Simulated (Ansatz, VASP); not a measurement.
**Two plane-wave programs on LiCl**

The input INCAR:

```
PREC = Accurate ; ENCUT = 520
EDIFF = 1E-6 ; ISMEAR = 0
SIGMA = 0.05 ; LREAL = False
LASPH = True ; NELM = 100
ALGO = Normal ; ISIF = 2
LWAVE = False ; LCHARG = True
GGA = PE ; LELF = True
LVHAR = True ; NBANDS = 12
```

KPOINTS

```
regular mesh
0
Gamma
  8 8 8
```

File POSCAR:

```
LiCl
1.0
    0.0000000000      2.6929980000      2.6929980000
    2.6929980000      0.0000000000      2.6929980000
    2.6929980000      2.6929980000      0.0000000000
Li Cl
1 1
Direct
    0.0000000000      0.0000000000      0.0000000000
    0.5000000000      0.5000000000      0.5000000000
```

Input for Ansatz:

```yaml
crystal:
  lattice:
    - [0.0, 2.692998, 2.692998]
    - [2.692998, 0.0, 2.692998]
    - [2.692998, 2.692998, 0.0]
  atoms:
    - { symbol: Li, position: [0.0, 0.0, 0.0] }
    - { symbol: Cl, position: [0.5, 0.5, 0.5] }
basis:
  ecutwfc: 420
kpoints:
  mp_grid: { grid: [8, 8, 8] }
hamiltonian:
  xc: pbe
scf:
  occupations: { method: gaussian, width: 0.05 }
output:
  forces: true
  stress: true
  eigenvalues: true
```

Change from the starting cell: strain +0.050 along x and y, +0.050 along z, atoms carried along.

Alike in both runs: task single point; functional PBE; k mesh 8 × 8 × 8; occupations gaussian, width 0.05 eV; no spin polarisation.

```csv
,VASP,Ansatz
version,VASP 6.6.1,Ansatz 0.2.0
potentials or method,"VASP PAW PBE potentials, release 64 (Li_sv, Cl), cutoff 520 eV","scalar-relativistic, plane waves, PAW"
valence electrons in the cell,10,10
```

|  | VASP | Ansatz | Ansatz less VASP |
| --- | --- | --- | --- |
| gap on the k mesh at the Fermi level (eV) | 5.59 | 5.58 | -0.010 |
| least direct gap on the mesh (eV) | 5.59 | 5.58 | -0.010 |

Noted on VASP's run: the cutoff is under 1.25 times that of the potentials, so the pressure is a little rough.
